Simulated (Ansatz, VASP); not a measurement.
**HfSbAu3: VASP beside Ansatz**

```
CELL_PARAMETERS angstrom
5.18433 0.00000 0.00000
0.00000 5.18433 0.00000
0.00000 0.00000 5.18433
ATOMIC_POSITIONS crystal
Hf 0.50000 0.50000 0.50000
Sb 0.00000 0.00000 0.00000
Au 0.00000 0.50000 0.50000
Au 0.50000 0.00000 0.50000
Au 0.50000 0.50000 0.00000
```

Alike in both runs: task relaxation of cell and atoms; functional PBE; k mesh 8 × 8 × 8; occupations gaussian, width 0.1 eV; no spin polarisation.

|  | VASP | Ansatz |
| --- | --- | --- |
| version | VASP 6.6.1 | Ansatz 0.2.0 |
| potentials or method | VASP PAW PBE potentials, release 64 (Hf_pv, Sb, Au), cutoff 600 eV | scalar-relativistic, plane waves, PAW |
| valence electrons in the cell | 48 | 98 |

```tsv
	VASP	Ansatz	Ansatz less VASP
gap on the k mesh at the Fermi level, each at its own relaxed structure (eV)	none	none	-
relaxed volume (Å³/atom)	27.75	27.94	+0.194
relaxed cell length with the largest relative difference (Å)	5.177	5.189	+0.0120
```

A gap of «none» marks a metal or a gap that the smearing closes. VASP's potentials hold 48 valence electrons a cell and Ansatz's 98, so a difference there can come from the potentials and not from the codes.

Neither program's run includes spin-orbit coupling.
